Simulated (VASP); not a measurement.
Runs of VASP 6.6.1 on Ti. The structure is that of space group P6_3/mmc (No. 194), or close to it. The cells are those of the table. 

```tsv
spin	cell	k mesh	gap on the mesh (eV)	pressure (GPa)
non-collinear, zero start, SOC	a = 2.968, b = 2.968, c = 4.701 Å, angles 90.0, 90.0, 120.0°, 2 atoms	12 × 12 × 7	-	-0.2
off	a = 2.844, b = 2.844, c = 4.505 Å, angles 90.0, 90.0, 120.0°, 2 atoms	20 × 20 × 11	none	(a)
off	a = 3.007, b = 3.007, c = 4.762 Å, angles 90.0, 90.0, 120.0°, 2 atoms	20 × 20 × 11	none	-4.0
off	a = 2.968, b = 2.968, c = 4.701 Å, angles 90.0, 90.0, 120.0°, 2 atoms	20 × 20 × 11	none	-0.3
```

Alike in all rows: task single point; level RPBE; potentials or basis VASP PAW PBE potentials, release 64 (Ti_sv); cutoff (eV) 520; smearing fermi-dirac 0.1 eV.

Problem. Fill in the values left out.

Solution. (a) 16.3.

Caveats: the PAW data sets were made with another functional, which shifts forces and pressure a little.

A gap of «none» marks levels without a gap at the run's occupations.
